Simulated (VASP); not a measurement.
# Ru (P6_3/mmc) in VASP: single point with LDA

Aim: the single point of Ru with LDA.

All numbers are computed with VASP 6.6.1; they aren't measurements. Logs are shortened: lines on timing, memory, paths and dates and some standing lists are left out, and cuts for length are marked.

**1. The cell of the first run**

The structure is hexagonal, space group P6_3/mmc (No. 194). Conventional cell: a = 2.601 Å, b = 2.601 Å, c = 4.111 Å, α = 90.00°, β = 90.00°, γ = 120.00°. Within 3.4 Å of Ru (site symmetry -6m2) lie 12 Ru at 2.55 to 2.60 Å.

**2. Single point, LDA, collinear spin, ferromagnetic start (12.04 Å³/atom)**

Input file INCAR:

```
PREC = Accurate
ENCUT = 500
EDIFF = 1E-6
ISMEAR = 0
SIGMA = 0.15
LREAL = False
LASPH = True
NELM = 200
ALGO = Normal
ISIF = 2
LWAVE = False
LCHARG = False
ISPIN = 2
MAGMOM = 0.375 0.375
LORBIT = 11
NUPDOWN = 0.75
LMAXMIX = 4
GGA = CA
NBANDS = 25
GGA_COMPAT = False
```

Input file KPOINTS:

```
regular mesh
0
Gamma
  21 21 12
```

Input file POSCAR:

```
Ru
1.0
    2.6007366025      0.0000000000      0.0000000000
   -1.3003683013      2.2523039663      0.0000000000
    0.0000000000      0.0000000000      4.1108640170
Ru
2
Direct
    0.3333333333      0.6666666667      0.2500000000
    0.6666666667      0.3333333333      0.7500000000
```

Potentials or basis: VASP PAW LDA potentials, release 64 (Ru_pv).

Launch:

```sh
> cat potpaw_LDA.64/Ru_pv/POTCAR > POTCAR
> mpirun -np 1 vasp_std > vasp.out
```

OUTCAR:

```text
PREC = Accurate
   ENCUT = 500
   EDIFF = 1E-6
   ISMEAR = 0
   LREAL = False
   LASPH = True
   NELM = 200
   ISIF = 2
   ISPIN = 2
   LORBIT = 11
   NUPDOWN = 0.75
   GGA = CA

 ion  position               nearest neighbor table
   1  0.333  0.667  0.250-   2 2.55   2 2.55   2 2.55   2 2.55   2 2.55   2 2.55
   2  0.667  0.333  0.750-   1 2.55   1 2.55   1 2.55   1 2.55   1 2.55   1 2.55

  LATTYP: Found a hexagonal cell.
 ALAT       =     2.6007366025
 C/A-ratio  =     1.5806537321

  Lattice vectors:

 A1 = (   2.6007366025,   0.0000000000,   0.0000000000)
 A2 = (  -1.3003683013,   2.2523039663,   0.0000000000)
 A3 = (   0.0000000000,   0.0000000000,   4.1108640170)

Analysis of symmetry for initial positions (statically):
=====================================================================
 Subroutine PRICEL returns:
 Original cell was already a primitive cell.

 Routine SETGRP: Setting up the symmetry group for a
 hexagonal supercell.

 Subroutine GETGRP returns: Found 24 space group operations
 (whereof 12 operations were pure point group operations)
 out of a pool of 24 trial point group operations.

The static configuration has the point symmetry D_3d.
 The point group associated with its full space group is D_6h.

Analysis of symmetry for dynamics (positions and initial velocities):
=====================================================================
 Subroutine PRICEL returns:
 Original cell was already a primitive cell.

 Routine SETGRP: Setting up the symmetry group for a
 hexagonal supercell.

 Subroutine GETGRP returns: Found 24 space group operations
 (whereof 12 operations were pure point group operations)
 out of a pool of 24 trial point group operations.

The dynamic configuration has the point symmetry D_3d.
 The point group associated with its full space group is D_6h.

Analysis of structural, dynamic, and magnetic symmetry:
=====================================================================
 Subroutine PRICEL returns:
 Original cell was already a primitive cell.

 Routine SETGRP: Setting up the symmetry group for a
 hexagonal supercell.

 Subroutine GETGRP returns: Found 24 space group operations
 (whereof 12 operations were pure point group operations)
 out of a pool of 24 trial point group operations.

The overall configuration has the point symmetry D_3d.
 The point group associated with its full space group is D_6h.

 Subroutine INISYM returns: Found 24 space group operations
 (whereof 12 operations are pure point group operations),
 and found     1 'primitive' translations

----------------------------------------------------------------------------------------

                                     Primitive cell

  volume of cell :      24.0800

  direct lattice vectors                    reciprocal lattice vectors
     2.600736603  0.000000000  0.000000000     0.384506451  0.221994903  0.000000000
    -1.300368301  2.252303966  0.000000000     0.000000000  0.443989806  0.000000000
     0.000000000  0.000000000  4.110864017     0.000000000  0.000000000  0.243257864

  length of vectors
     2.600736603  2.600736603  4.110864017     0.443989806  0.443989806  0.243257864

  position of ions in fractional coordinates (direct lattice)
     0.333333333  0.666666667  0.250000000
     0.666666667  0.333333333  0.750000000

  ion indices of the primitive-cell ions
   primitive index   ion index
                 1           1
                 2           2

----------------------------------------------------------------------------------------

 KPOINTS: regular mesh

Automatic generation of k-mesh.
 Grid dimensions read from file:
 generate k-points for:   21   21   12

 Generating k-lattice:

  Cartesian coordinates                     Fractional coordinates (reciprocal lattice)
     0.018309831  0.010571186  0.000000000     0.047619048  0.000000000  0.000000000
     0.000000000  0.021142372  0.000000000     0.000000000  0.047619048  0.000000000
     0.000000000  0.000000000  0.020271489     0.000000000  0.000000000  0.083333333

  Length of vectors
     0.021142372  0.021142372  0.020271489

  Shift w.r.t. Gamma in fractional coordinates (k-lattice)
     0.000000000  0.000000000  0.000000000

 Subroutine IBZKPT returns following result:
 ===========================================

 Found    336 irreducible k-points:

 Following reciprocal coordinates:
            Coordinates               Weight
  0.000000  0.000000  0.000000      1.000000
  0.047619  0.000000  0.000000      6.000000
  0.095238 -0.000000  0.000000      6.000000
  0.142857 -0.000000  0.000000      6.000000
  0.190476 -0.000000  0.000000      6.000000
  0.238095  0.000000  0.000000      6.000000
[... 16 lines left out ...]
  0.142857  0.095238  0.000000     12.000000
  0.190476  0.095238  0.000000     12.000000
 [... further k-points ...]
   k-points           NKPTS =    336   k-points in BZ     NKDIM =    336   number of bands    NBANDS=     25
   number of dos      NEDOS =    301   number of ions     NIONS =      2
   total plane-waves  NPLWV =  12000
   dimension x,y,z NGX =    20 NGY =   20 NGZ =   30
   dimension x,y,z NGXF=    40 NGYF=   40 NGZF=   60
   ions per type =               2
   NGX,Y,Z   is equivalent  to a cutoff of  12.78, 12.78, 12.13 a.u.
   NGXF,Y,Z  is equivalent  to a cutoff of  25.57, 25.57, 24.26 a.u.
 SYSTEM =  unknown system
   PREC   = accura    normal or accurate (medium, high low for compatibility)
   ISTART =      0    job   : 0-new  1-cont  2-samecut
   ICHARG =      2    charge: 1-file 2-atom 10-const
   ISPIN  =      2    spin polarized calculation?
   LNONCOLLINEAR =      F non collinear calculations
   LSORBIT =      F    spin-orbit coupling
   LASPH  =      T    aspherical Exc in radial PAW
   ENCUT  =  500.0 eV  36.75 Ry    6.06 a.u.   4.74  4.74  7.50*2*pi/ulx,y,z
   NELM   =    200;   NELMIN=  2; NELMDL= -5     # of ELM steps
   EDIFF  = 0.1E-05   stopping-criterion for ELM
   LREAL  =      F    real-space projection
   EDIFFG = 0.1E-04   stopping-criterion for IOM
   NSW    =      0    number of steps for IOM
   IBRION =     -1    ionic relax: 0-MD 1-quasi-New 2-CG
   NFREE  =      0    steps in history (QN), initial steepest desc. (CG)
   ISIF   =      2    stress and relaxation
   ISYM   =      2    0-nonsym 1-usesym 2-fastsym
   POTIM  = 0.5000    time-step for ionic-motion
   TEBEG  =    0.0;   TEEND  =   0.0 temperature during run
   PSTRESS=    0.0 pullay stress
   NELECT =      28.0000    total number of electrons
   NUPDOWN=       0.7500    fix difference up-down
   EMIN   =  10.00;   EMAX   =-10.00  energy-range for DOS
   EFERMI =   0.00;   METHOD = LEGACY
   ISMEAR =     0;   SIGMA  =   0.15  broadening in eV -4-tet -1-fermi 0-gaus
   EFERMI_NEDOS =   21; number of points for ismear=-14 and -15
   IALGO  =     38    algorithm
   IMIX   =      4    mixing-type and parameters
     AMIX     =   0.40;   BMIX     =  1.00
     AMIX_MAG =   1.60;   BMIX_MAG =  1.00
  volume/ion in A,a.u.               =      12.04        81.25
  Fermi-wavevector in a.u.,A,eV,Ry     =   1.721507  3.253176 40.322019  2.963585
  Thomas-Fermi vector in A             =   2.797746
   LORBIT       =     11    0 simple, 1 ext, 2 COOP (PROOUT), +10 PAW based schemes
   GGA     = CA    functional components
   LHFCALC =     F    Hartree Fock is set to
   AEXX    =    0.0000 exact exchange contribution
   IVDW    =     0    specifies the selected vdW correction
   LEPSILON=     F    determine dielectric tensor
   LRPA    =     F    only Hartree local field effects (RPA)
 spin polarized calculation
 Gauss-broadening in eV      SIGMA  =   0.15
  energy-cutoff  :      500.00
  volume of cell :       24.08
 maximum number of plane-waves:       638
 NGX is ok and might be reduce to    20
   NGX =  9   NGY =  9   NGZ = 15

 number of electron      28.0000002 magnetization       0.7500000

 Free energy of the ion-electron system (eV)
  ---------------------------------------------------
  ext. energy  EPLUGINS =         0.00000000
  ---------------------------------------------------
  free energy    TOTEN  =       -20.99101656 eV

  energy without entropy =      -20.97338763  energy(sigma->0) =      -20.98220210

 E-fermi :  14.6398     XC(G=0): -15.1265

 val. band max:       15.5220609446   @ k =   0.0952   0.0952   0.5000
 cond. band min:      14.6427066488   @ k =   0.2857   0.1905   0.3333
 fundamental gap:     -0.8793542959
 Fermi energy:        15.5220843208

 spin component 1

 k-point     1 :       0.0000    0.0000    0.0000
  band No.  band energies     occupation
      1     -29.0678      1.00000
      2     -27.6672      1.00000
      3     -27.6672      1.00000
      4     -27.4169      1.00000
      5     -27.4169      1.00000
      6     -27.3525      1.00000
[... 17 lines left out ...]
     24      33.5093      0.00000
     25      38.8700      0.00000
[... 621 lines left out ...]
      3     -28.0553      1.00000
      4     -27.8044      1.00000
      5     -27.5386      1.00000
      6     -27.5028      1.00000
[... 17 lines left out ...]
     24      32.5080      0.00000
     25      34.8808      0.00000

 [... further k-points ...]

 spin component 2

 k-point     1 :       0.0000    0.0000    0.0000
  band No.  band energies     occupation
      1     -28.8381      1.00000
      2     -27.4200      1.00000
      3     -27.4200      1.00000
      4     -27.1691      1.00000
      5     -27.1691      1.00000
      6     -27.1179      1.00000
[... 17 lines left out ...]
     24      33.6507      0.00000
     25      39.0146      0.00000
[... 621 lines left out ...]
      3     -27.8096      1.00000
      4     -27.5576      1.00000
      5     -27.2911      1.00000
      6     -27.2685      1.00000
[... 17 lines left out ...]
     24      32.6528      0.00000
     25      35.0174      0.00000

 [... further k-points ...]

------------------------ aborting loop because EDIFF is reached ----------------------------------------

  FORCE on cell =-STRESS in cart. coord.  units (eV):
  Direction    XX          YY          ZZ          XY          YZ          ZX
  --------------------------------------------------------------------------------------
  -------------------------------------------------------------------------------------
  Total        6.0197019      6.0197019      6.3755233     -0.0000000     -0.0000000      0.0000000
  in kB      400.5244962    400.5244962    424.1992914     -0.0000000     -0.0000000      0.0000000
  external PRESSURE =     408.4160946 kB  Pullay stress =       0.0000000 kB

 VOLUME and BASIS-vectors are now :
 -----------------------------------------------------------------------------
  energy-cutoff  :      500.00
  volume of cell :       24.08
      direct lattice vectors                 reciprocal lattice vectors
     2.600736603  0.000000000  0.000000000     0.384506451  0.221994903  0.000000000
    -1.300368301  2.252303966  0.000000000     0.000000000  0.443989806  0.000000000
     0.000000000  0.000000000  4.110864017     0.000000000  0.000000000  0.243257864

 POSITION                                       TOTAL-FORCE (eV/Angst)
 -----------------------------------------------------------------------------------
     -0.00000      1.50154      1.02772        -0.000000      0.000000      0.000000
      1.30037      0.75077      3.08315         0.000000      0.000000      0.000000
 -----------------------------------------------------------------------------------
    total drift:                                0.000000     -0.000000      0.000000

  FREE ENERGIE OF THE ION-ELECTRON SYSTEM (eV)
  ---------------------------------------------------
  free  energy   TOTEN  =       -20.9910165596 eV

  energy  without entropy=      -20.9733876348  energy(sigma->0) =      -20.98220210

 total charge

# of ion       s       p       d       tot
------------------------------------------
    1        0.459   6.397   6.112  12.967
    2        0.459   6.397   6.112  12.967
--------------------------------------------------
tot          0.918  12.793  12.223  25.934

 magnetization (x)

# of ion       s       p       d       tot
------------------------------------------
    1        0.002   0.017   0.330   0.349
    2        0.002   0.017   0.330   0.349
--------------------------------------------------
tot          0.005   0.035   0.659   0.699
```

Run time: 7.5 min. Hardware: 1 thread of Intel Xeon 8259CL, shared host; peak memory 0.34 GiB.

Results:

- Free energy: -20.9910 eV
- Pressure: 40.8 GPa
- Net moment: 0.75 μB per cell
- Site moments: Ru +0.35 μB
- Valence electrons inside the program's atomic spheres: Ru 12.97

Caveat: the cell stands under pressure; the total moment is fixed, so each spin has its own Fermi level and the state may be an excited one.
